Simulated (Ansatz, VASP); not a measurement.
AlN: VASP beside Ansatz

```
Al N
1.0
    -0.06108    2.03855    2.03855
     2.03855   -0.06108    2.03855
     2.03855    2.03855   -0.06108
Al N
1 1
Direct
  0.00000 0.00000 0.00000
  0.50000 0.50000 0.50000
```

Change from the starting cell: epitaxial_111 strain +4.0%.

Alike in both runs: task single point; functional HSE06; k mesh 8 × 8 × 8; no spin polarisation.

```csv
,VASP,Ansatz
version,VASP 6.6.1,Ansatz 0.2.0
potentials or method,"VASP PAW PBE potentials, release 64 (Al, N)","plane waves, PAW"
plane-wave cutoff (eV),520,420
occupations,"gaussian, width 0.01 eV",fixed
valence electrons in the cell,8,8
```

|  | VASP | Ansatz | Ansatz less VASP |
| --- | --- | --- | --- |
| gap on the k mesh at the Fermi level (eV) | 4.74 | 4.79 | +0.054 |
| pressure (GPa) | -18.7 | -18.8 | -0.08 |
| traceless stress, the component that is largest in VASP (GPa) | 8.50 | 8.50 | -0.002 |

Ansatz's warnings: stress exchange threshold loose, stress scf threshold loose.
